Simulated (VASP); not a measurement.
Input of a VASP 6.6.1 run:

INCAR

```
SYSTEM = Cr
PREC = Accurate
ENCUT = 520
EDIFF = 1E-6
ISMEAR = 0
SIGMA = 0.1
LREAL = .False.
LASPH = .True.
NELM = 100
ALGO = Fast
ISIF = 2
LWAVE = .False.
LCHARG = .True.
GGA = PS
LELF = .True.
LVHAR = .True.
NBANDS = 19
```

KPOINTS

```
Automatic mesh
0
Gamma
  38 38 38
  0 0 0
```

POSCAR

```
Cr
1.0
    2.7835298009      0.0000000000      0.0000000000
    0.0000000000      2.7835298009      0.0000000000
    0.0000000000      0.0000000000      2.7835298009
Cr
2
Direct
    0.0000000000      0.0000000000      0.0000000000
    0.5000000000      0.5000000000      0.5000000000
```

Potentials or basis: VASP PAW PBE potentials, release 64 (Cr_pv).

Launch:

```sh
$ cat potpaw_PBE.64/Cr_pv/POTCAR > POTCAR
$ mpirun -np 1 vasp_std > vasp.out
```

**Question.** What does it give for the pressure?

**Answer.** 9.1 GPa.

**Question.** Predict the band gap on the k mesh.

**Answer.** Zero (bands 12 and 13 overlap by 1.70 eV).

Caveat: the cell stands under pressure; the PAW data sets were made with another functional, which shifts forces and pressure a little; the run has no spin polarisation, though such a crystal can be magnetic. Spin polarisation is off, so any magnetic state and its effect on volume and gap are missing.
